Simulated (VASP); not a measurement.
## K7Te4Se12 (a cell with a defect): single point with PBEsol

K7Te4Se12 (a cell with a defect):

```
K Te Se
1.0
    10.47826    0.00000    0.00000
     0.00000    6.76671    0.00000
    -3.56669    0.00000   13.02654
K Te Se
7 4 12
Direct
  0.52769 0.71502 0.11599
  0.49317 0.17054 0.39112
  0.47651 0.19432 0.86587
  0.48715 0.74496 0.62754
  0.11277 0.33397 0.05004
  0.85996 0.70761 0.44858
  0.16644 0.17867 0.54867
  0.80225 0.31633 0.14592
  0.79221 0.20444 0.66867
  0.21593 0.71224 0.83802
  0.21875 0.78025 0.32498
  0.81385 0.83654 0.67918
  0.57093 0.18887 0.13797
  0.16239 0.35651 0.77132
  0.18409 0.14189 0.29267
  0.80829 0.24012 0.49073
  0.48358 0.72285 0.36828
  0.45378 0.71200 0.86061
  0.53979 0.21446 0.64758
  0.78880 0.32203 0.97018
  0.21424 0.76841 0.01519
  0.18182 0.71813 0.50869
  0.82860 0.67359 0.22409
```

```json
{"Program": "VASP 6.6.1", "Task": "single point", "Functional": "PBEsol", "Potentials or basis": "VASP PAW PBE potentials, release 64 (K_sv, Te, Se)", "Cutoff": "520 eV", "k mesh": "1 × 2 × 1", "Occupations": "fermi-dirac, width 0.05 eV", "Spin": "no spin polarisation", "Dipole correction": "no", "Charge": "-1", "Further INCAR settings": "LREAL = Auto; ALGO = Normal; EDIFF = 1e-06; NBANDS = 96; NELECT = 160.0"}
```

The largest force is 2.241 eV/Å.

Forces in eV/Å, atoms in the order of the input:
```
K   -0.053 -0.123  0.048
K    0.314  0.549 -0.021
K    0.024  0.205  0.292
K    0.358 -0.304 -0.036
K    0.075 -0.223 -0.178
K   -0.223  0.162  0.564
K   -0.118  0.348 -0.178
Te  -0.691 -0.122  2.128
Te  -0.544 -0.827  0.072
Te  -0.437 -0.239 -1.160
Te   0.692 -0.335  0.960
Se   0.272  0.131  0.294
Se   0.004  0.485  0.191
Se  -0.237  0.164  0.400
Se  -0.157 -0.082  0.125
Se   0.394  0.229 -0.407
Se  -1.257 -0.236 -0.479
Se   0.895 -0.044 -0.010
Se   0.107  0.489 -0.074
Se   0.605  0.322 -1.844
Se  -0.576  0.059  0.845
Se   0.265 -0.029 -0.840
Se   0.291 -0.579 -0.695
```

Levels at points of the mesh, in eV from the Fermi level:
```
           k point  band 78  band 79  band 80  band 81  band 82  band 83
(0.00, 0.00, 0.00)    -0.77    -0.70    -0.64     0.76     1.03     1.40
(0.00, 0.50, 0.00)    -0.80    -0.78    -0.68     0.61     0.82     1.10
```

Run time: 4.4 min on 1 thread of Intel(R) Xeon(R) Platinum 8488C (Sapphire Rapids), on a shared host, peak memory 0.81 GiB.

Caveat: the k points lie up to 0.62 Å⁻¹ apart; the cell carries a net charge on a neutralising background, which shifts energy and pressure; the cell is charged against a uniform background, so pressure and absolute levels hang on convention; the PAW data sets were made with another functional, which shifts forces and pressure a little; spin-orbit coupling is left out, which moves the levels of the heavy elements.
